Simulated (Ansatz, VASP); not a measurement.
# Cu: VASP beside Ansatz

```xyz
1
Lattice="-0.0416 1.8707 1.7816 1.6926 -0.0416 1.7816 1.6510 1.8291 0.0000" Properties=species:S:1:pos:R:3 pbc="T T T"
Cu    0.0000    0.0000    0.0000
```

Change from the starting cell: engineering shear strain xy -0.0467, strain +e along x and -e along y -0.0500.

Alike in both runs: task single point; functional PBEsol; k mesh 22 × 22 × 22; occupations gaussian, width 0.15 eV; no spin polarisation.

|  | VASP | Ansatz |
| --- | --- | --- |
| version | VASP 6.6.1 | Ansatz 0.2.0 |
| potentials or method | VASP PAW PBE potentials, release 64 (Cu), cutoff 520 eV | scalar-relativistic, plane waves, PAW |
| valence electrons in the cell | 11 | 19 |

|  | VASP | Ansatz | Ansatz less VASP |
| --- | --- | --- | --- |
| gap on the k mesh at the Fermi level (eV) | none | none | - |
| pressure (GPa) | 1.9 | 1.1 | -0.75 |
| traceless stress, the component that is largest in VASP (GPa) | 4.56 | 4.53 | -0.030 |

VASP's potentials were made for PBE, not for PBEsol, and Ansatz warns of the same on its side. A gap of «none» marks a metal or a gap that the smearing closes. The functional is the same, so the differences come from potentials, cutoffs and numerics. VASP's potentials hold 11 valence electrons a cell and Ansatz's 19, so a difference there can come from the potentials and not from the codes.
